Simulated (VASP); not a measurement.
# LuAl3N4 (P3m1) in VASP: single point with PBE

Aim: the single point of LuAl3N4 with PBE.

All numbers are computed with VASP 6.6.1; they aren't measurements. Logs are shortened: lines on timing, memory, paths and dates and some standing lists are left out, and cuts for length are marked.

### Step 1. The cell of the first run

It takes space group P3m1 (No. 156, trigonal). The conventional cell has a = 3.207 Å, b = 3.207 Å, c = 10.497 Å, α = 90.00°, β = 90.00°, γ = 120.00°. Within 2.8 Å of Lu (site symmetry 3m) lie 6 N at 2.11 to 2.66 Å. Within 2.5 Å of Al (site symmetry 3m) lie 4 N at 1.88 to 1.98 Å. Al (site symmetry 3m) has 4 N at 1.87 to 1.95 Å within 2.5 Å. Within 2.5 Å of Al (site symmetry 3m) lie 4 N at 1.88 to 1.95 Å. Within 2.5 Å of N (site symmetry 3m) lie 4 Al at 1.88 to 1.95 Å. Within 2.5 Å of N (site symmetry 3m) lie 1 Al at 1.87 Å and 3 Lu at 2.11 Å. N (site symmetry 3m) has 4 Al at 1.88 to 1.95 Å within 2.5 Å. Within 2.7 Å of N (site symmetry 3m) lie 3 Al at 1.98 Å and 3 Lu at 2.66 Å.

### Step 2. Single point, PBE

The input, INCAR:

```
ALGO = Normal ; EDIFF = 1E-6
ENCUT = 1330 ; GGA = PE
GGA_COMPAT = F ; ISIF = 2
ISMEAR = 0 ; LASPH = T
LCHARG = F ; LREAL = F
LWAVE = F ; NBANDS = 37
NELM = 120 ; PREC = Accurate
SIGMA = 0.15
```

The input, KPOINTS:

```
k-points
0
Gamma
  4 4 2
```

The input, POSCAR:

```
LuAl3N4
1.0
    3.2066620031      0.0000000000      0.0000000000
   -1.6033310015      2.7770507560      0.0000000000
    0.0000000000      0.0000000000     10.4970860271
Lu Al N
1 3 4
Direct
    0.0000000000      0.0000000000      0.9026844523
    0.3333333333      0.6666666667      0.6545149527
    0.3333333333      0.6666666667      0.1783180994
    0.6666666667      0.3333333333      0.4168472143
    0.3333333333      0.6666666667      0.4758829687
    0.3333333333      0.6666666667     -0.0001283927
    0.6666666667      0.3333333333      0.2378928937
    0.6666666667      0.3333333333      0.7204878116
```

Potentials or basis: VASP PAW PBE potentials, release 64 (Lu, Al, N_h).

Started as:

```bash
$ cat potpaw_PBE.64/Lu/POTCAR potpaw_PBE.64/Al/POTCAR potpaw_PBE.64/N_h/POTCAR > POTCAR
$ mpirun -np 1 vasp_std > vasp.out
```

OUTCAR:

```text
EDIFF = 1E-6
   ENCUT = 1330
   GGA = PE
   ISIF = 2
   ISMEAR = 0
   LASPH = T
   LREAL = F
   NELM = 120
   PREC = Accurate

 ion  position               nearest neighbor table
   1  0.000  0.000  0.903-   6 2.11   6 2.11   6 2.11   8 2.66   8 2.66   8 2.66   2 3.20   2 3.20
                             2 3.20   3 3.43   3 3.43   3 3.43
   2  0.333  0.667  0.655-   5 1.88   8 1.98   8 1.98   8 1.98   4 3.11   4 3.11   4 3.11   1 3.20
                             1 3.20   1 3.20
   3  0.333  0.667  0.178-   6 1.87   7 1.95   7 1.95   7 1.95   4 3.11   4 3.11   4 3.11   1 3.43
                             1 3.43   1 3.43
   4  0.667  0.333  0.417-   7 1.88   5 1.95   5 1.95   5 1.95   2 3.11   2 3.11   2 3.11   3 3.11
                             3 3.11   3 3.11
   5  0.333  0.667  0.476-   2 1.88   4 1.95   4 1.95   4 1.95
   6  0.333  0.667  1.000-   3 1.87   1 2.11   1 2.11   1 2.11
   7  0.667  0.333  0.238-   4 1.88   3 1.95   3 1.95   3 1.95
   8  0.667  0.333  0.720-   2 1.98   2 1.98   2 1.98   1 2.66   1 2.66   1 2.66

  LATTYP: Found a hexagonal cell.
 ALAT       =     3.2066620031
 C/A-ratio  =     3.2735243119

  Lattice vectors:

 A1 = (   3.2066620031,   0.0000000000,   0.0000000000)
 A2 = (  -1.6033310015,   2.7770507560,   0.0000000000)
 A3 = (   0.0000000000,   0.0000000000,  10.4970860271)

Analysis of symmetry for initial positions (statically):
=====================================================================
 Subroutine PRICEL returns:
 Original cell was already a primitive cell.

 Routine SETGRP: Setting up the symmetry group for a
 hexagonal supercell.

 Subroutine GETGRP returns: Found  6 space group operations
 (whereof  6 operations were pure point group operations)
 out of a pool of 24 trial point group operations.

The static configuration has the point symmetry C_3v.

Analysis of symmetry for dynamics (positions and initial velocities):
=====================================================================
 Subroutine PRICEL returns:
 Original cell was already a primitive cell.

 Routine SETGRP: Setting up the symmetry group for a
 hexagonal supercell.

 Subroutine GETGRP returns: Found  6 space group operations
 (whereof  6 operations were pure point group operations)
 out of a pool of 24 trial point group operations.

The dynamic configuration has the point symmetry C_3v.

 Subroutine INISYM returns: Found  6 space group operations
 (whereof  6 operations are pure point group operations),
 and found     1 'primitive' translations

----------------------------------------------------------------------------------------

                                     Primitive cell

  volume of cell :      93.4772

  direct lattice vectors                    reciprocal lattice vectors
     3.206662003  0.000000000  0.000000000     0.311850765  0.180047123  0.000000000
    -1.603331001  2.777050756  0.000000000     0.000000000  0.360094247  0.000000000
     0.000000000  0.000000000 10.497086027     0.000000000  0.000000000  0.095264533

  length of vectors
     3.206662003  3.206662003 10.497086027     0.360094247  0.360094247  0.095264533

  position of ions in fractional coordinates (direct lattice)
     0.000000000  0.000000000  0.902684452
     0.333333333  0.666666667  0.654514953
     0.333333333  0.666666667  0.178318099
     0.666666667  0.333333333  0.416847214
     0.333333333  0.666666667  0.475882969
     0.333333333  0.666666667  0.999871607
     0.666666667  0.333333333  0.237892894
     0.666666667  0.333333333  0.720487812

  ion indices of the primitive-cell ions
   primitive index   ion index
                 1           1
                 2           2
                 3           3
                 4           4
                 5           5
                 6           6
                 7           7
                 8           8

----------------------------------------------------------------------------------------

 KPOINTS: k-points

Automatic generation of k-mesh.
 Grid dimensions read from file:
 generate k-points for:    4    4    2

 Generating k-lattice:

  Cartesian coordinates                     Fractional coordinates (reciprocal lattice)
     0.077962691  0.045011781  0.000000000     0.250000000  0.000000000  0.000000000
     0.000000000  0.090023562  0.000000000     0.000000000  0.250000000  0.000000000
     0.000000000  0.000000000  0.047632267     0.000000000  0.000000000  0.500000000

  Length of vectors
     0.090023562  0.090023562  0.047632267

  Shift w.r.t. Gamma in fractional coordinates (k-lattice)
     0.000000000  0.000000000  0.000000000

 Subroutine IBZKPT returns following result:
 ===========================================

 Found      8 irreducible k-points:

 Following reciprocal coordinates:
            Coordinates               Weight
  0.000000  0.000000  0.000000      1.000000
  0.250000  0.000000  0.000000      6.000000
  0.500000  0.000000  0.000000      3.000000
  0.250000  0.250000  0.000000      6.000000
  0.000000  0.000000  0.500000      1.000000
  0.250000  0.000000  0.500000      6.000000
  0.500000  0.000000  0.500000      3.000000
  0.250000  0.250000  0.500000      6.000000
   k-points           NKPTS =      8   k-points in BZ     NKDIM =      8   number of bands    NBANDS=     37
   number of dos      NEDOS =    301   number of ions     NIONS =      8
   total plane-waves  NPLWV = 201600
   dimension x,y,z NGX =    40 NGY =   40 NGZ =  126
   dimension x,y,z NGXF=    80 NGYF=   80 NGZF=  252
   ions per type =               1   3   4
   NGX,Y,Z   is equivalent  to a cutoff of  20.74, 20.74, 19.96 a.u.
   NGXF,Y,Z  is equivalent  to a cutoff of  41.48, 41.48, 39.91 a.u.
 SYSTEM =  unknown system
   PREC   = accura    normal or accurate (medium, high low for compatibility)
   ISTART =      0    job   : 0-new  1-cont  2-samecut
   ICHARG =      2    charge: 1-file 2-atom 10-const
   ISPIN  =      1    spin polarized calculation?
   LNONCOLLINEAR =      F non collinear calculations
   LSORBIT =      F    spin-orbit coupling
   LASPH  =      T    aspherical Exc in radial PAW
   ENCUT  = 1330.0 eV  97.75 Ry    9.89 a.u.   9.54  9.54 31.21*2*pi/ulx,y,z
   NELM   =    120;   NELMIN=  2; NELMDL= -5     # of ELM steps
   EDIFF  = 0.1E-05   stopping-criterion for ELM
   LREAL  =      F    real-space projection
   EDIFFG = 0.1E-04   stopping-criterion for IOM
   NSW    =      0    number of steps for IOM
   IBRION =     -1    ionic relax: 0-MD 1-quasi-New 2-CG
   NFREE  =      0    steps in history (QN), initial steepest desc. (CG)
   ISIF   =      2    stress and relaxation
   ISYM   =      2    0-nonsym 1-usesym 2-fastsym
   POTIM  = 0.5000    time-step for ionic-motion
   TEBEG  =    0.0;   TEEND  =   0.0 temperature during run
   PSTRESS=    0.0 pullay stress
   NELECT =      54.0000    total number of electrons
   NUPDOWN=      -1.0000    fix difference up-down
   EMIN   =  10.00;   EMAX   =-10.00  energy-range for DOS
   EFERMI =   0.00;   METHOD = LEGACY
   ISMEAR =     0;   SIGMA  =   0.15  broadening in eV -4-tet -1-fermi 0-gaus
   EFERMI_NEDOS =   21; number of points for ismear=-14 and -15
   IALGO  =     38    algorithm
   IMIX   =      4    mixing-type and parameters
     AMIX     =   0.40;   BMIX     =  1.00
     AMIX_MAG =   1.60;   BMIX_MAG =  1.00
  volume/ion in A,a.u.               =      11.68        78.85
  Fermi-wavevector in a.u.,A,eV,Ry     =   1.363445  2.576537 25.292975  1.858981
  Thomas-Fermi vector in A             =   2.489847
   LORBIT       =      0    0 simple, 1 ext, 2 COOP (PROOUT), +10 PAW based schemes
   GGA     = PE    functional components
   LHFCALC =     F    Hartree Fock is set to
   AEXX    =    0.0000 exact exchange contribution
   IVDW    =     0    specifies the selected vdW correction
   LEPSILON=     F    determine dielectric tensor
   LRPA    =     F    only Hartree local field effects (RPA)
 non-spin polarized calculation
 Gauss-broadening in eV      SIGMA  =   0.15
  energy-cutoff  :     1330.00
  volume of cell :       93.48
 maximum number of plane-waves:     10382
 NGX is ok and might be reduce to    40
   NGX = 19   NGY = 19   NGZ = 63

 number of electron      54.0000001 magnetization

 Free energy of the ion-electron system (eV)
  ---------------------------------------------------
  ext. energy  EPLUGINS =         0.00000000
  ---------------------------------------------------
  free energy    TOTEN  =       -59.68586938 eV

  energy without entropy =      -59.68586938  energy(sigma->0) =      -59.68586938

 E-fermi :   6.0489     XC(G=0): -11.1620

 val. band max:        5.2818008304   @ k =   0.5000   0.0000   0.5000
 cond. band min:       8.1586385006   @ k =   0.5000   0.0000   0.5000
 fundamental gap:      2.8768376702
 Fermi energy:         6.0488927701

 k-point     1 :       0.0000    0.0000    0.0000
  band No.  band energies     occupation
      1     -48.2248      2.00000
      2     -19.2613      2.00000
      3     -18.6487      2.00000
      4     -18.6487      2.00000
      5      -9.8351      2.00000
      6      -8.9389      2.00000
[... 29 lines left out ...]
     36      14.4470      0.00000
     37      14.4470      0.00000

 k-point     2 :       0.2500    0.0000    0.0000
  band No.  band energies     occupation
      1     -48.1941      2.00000
      2     -19.2358      2.00000
      3     -19.1001      2.00000
      4     -18.7585      2.00000
      5      -9.1731      2.00000
      6      -8.4165      2.00000
[... 29 lines left out ...]
     36      14.2841      0.00000
     37      14.7028      0.00000
[... 198 lines left out ...]
     36      14.4939      0.00000
     37      15.1868      0.00000

 k-point     8 :       0.2500    0.2500    0.5000
  band No.  band energies     occupation
      1     -48.1633      2.00000
      2     -19.5055      2.00000
      3     -19.0716      2.00000
      4     -19.0170      2.00000
      5      -8.2679      2.00000
      6      -7.8477      2.00000
[... 29 lines left out ...]
     36      14.1594      0.00000
     37      14.6735      0.00000

------------------------ aborting loop because EDIFF is reached ----------------------------------------

  FORCE on cell =-STRESS in cart. coord.  units (eV):
  Direction    XX          YY          ZZ          XY          YZ          ZX
  --------------------------------------------------------------------------------------
  -------------------------------------------------------------------------------------
  Total        0.0647926      0.0647926     -0.0835011      0.0000000      0.0000000      0.0000000
  in kB        1.1105301      1.1105301     -1.4311886      0.0000000      0.0000000      0.0000000
  external PRESSURE =       0.2632905 kB  Pullay stress =       0.0000000 kB

 VOLUME and BASIS-vectors are now :
 -----------------------------------------------------------------------------
  energy-cutoff  :     1330.00
  volume of cell :       93.48
      direct lattice vectors                 reciprocal lattice vectors
     3.206662003  0.000000000  0.000000000     0.311850765  0.180047123  0.000000000
    -1.603331001  2.777050756  0.000000000     0.000000000  0.360094247  0.000000000
     0.000000000  0.000000000 10.497086027     0.000000000  0.000000000  0.095264533

 POSITION                                       TOTAL-FORCE (eV/Angst)
 -----------------------------------------------------------------------------------
      0.00000      0.00000      9.47556         0.000000     -0.000000     -0.134826
     -0.00000      1.85137      6.87050        -0.000000     -0.000000     -0.012200
     -0.00000      1.85137      1.87182         0.000000     -0.000000     -0.010022
      1.60333      0.92568      4.37568        -0.000000     -0.000000     -0.010743
     -0.00000      1.85137      4.99538         0.000000     -0.000000      0.007931
     -0.00000      1.85137     10.49574        -0.000000     -0.000000      0.171737
      1.60333      0.92568      2.49718         0.000000     -0.000000     -0.007955
      1.60333      0.92568      7.56302        -0.000000      0.000000     -0.003922
 -----------------------------------------------------------------------------------
    total drift:                               -0.000000      0.000000      0.000774

  FREE ENERGIE OF THE ION-ELECTRON SYSTEM (eV)
  ---------------------------------------------------
  free  energy   TOTEN  =       -59.6858693802 eV

  energy  without entropy=      -59.6858693802  energy(sigma->0) =      -59.68586938
```

Run time: 1.8 min. Hardware: 1 thread of Intel Xeon 6975P-C (Granite Rapids), shared host; peak memory 0.53 GiB.

Results:

```yaml
Free_energy: -59.6859 eV
Pressure: 0.0 GPa
Largest_force: 0.172 eV/Å
Band_gap_on_the_k_mesh: 2.88 eV
```

Forces in eV/Å, atoms in the order of the input:
```
Lu   0.000  0.000 -0.135
Al   0.000  0.000 -0.012
Al   0.000  0.000 -0.010
Al   0.000  0.000 -0.011
N    0.000  0.000  0.008
N    0.000  0.000  0.172
N    0.000  0.000 -0.008
N    0.000  0.000 -0.004
```

Caveat: the k points lie up to 0.57 Å⁻¹ apart; spin-orbit coupling is left out, which moves the levels of the heavy elements. A k mesh can miss the band edges.
